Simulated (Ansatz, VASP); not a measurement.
AlAu2: VASP beside Ansatz

```xyz
3
Lattice="-1.6193 1.6193 4.0979 1.6193 -1.6193 4.0979 1.6193 1.6193 -4.0979" Properties=species:S:1:pos:R:3 pbc="T T T"
Al    0.0000    0.0000    0.0000
Au    0.0000    0.0000    5.3849
Au    0.0000    0.0000    2.8108
```

Alike in both runs: task single point; functional LDA; k mesh 16 × 16 × 16; occupations gaussian, width 0.15 eV; no spin polarisation.

```csv
,VASP,Ansatz
version,VASP 6.6.1,Ansatz 0.2.0
potentials or method,"VASP PAW LDA potentials, release 64 (Al, Au), cutoff 520 eV","scalar-relativistic, plane waves, PAW"
valence electrons in the cell,25,41
```

Ansatz gave:

- gap on the k mesh at the Fermi level (eV): none
- pressure (GPa): 21.8
- traceless stress, the component that is largest in VASP (GPa): 6.76
- rms of the force components (eV/Å): 0.313

Task: What did VASP give for the same quantities?

Result: gap on the k mesh at the Fermi level (eV): none; pressure (GPa): 22.4; traceless stress, the component that is largest in VASP (GPa): 6.93; rms of the force components (eV/Å): 0.321.

LDA's correlation is that of Perdew and Zunger in VASP and of Perdew and Wang (1992) in Ansatz. Atom by atom the forces differ by 0.008 eV/Å (rms over components). A gap of «none» marks a metal or a gap that the smearing closes. VASP's potentials hold 25 valence electrons a cell and Ansatz's 41, so a difference there can come from the potentials and not from the codes.

Spin-orbit coupling is off throughout.
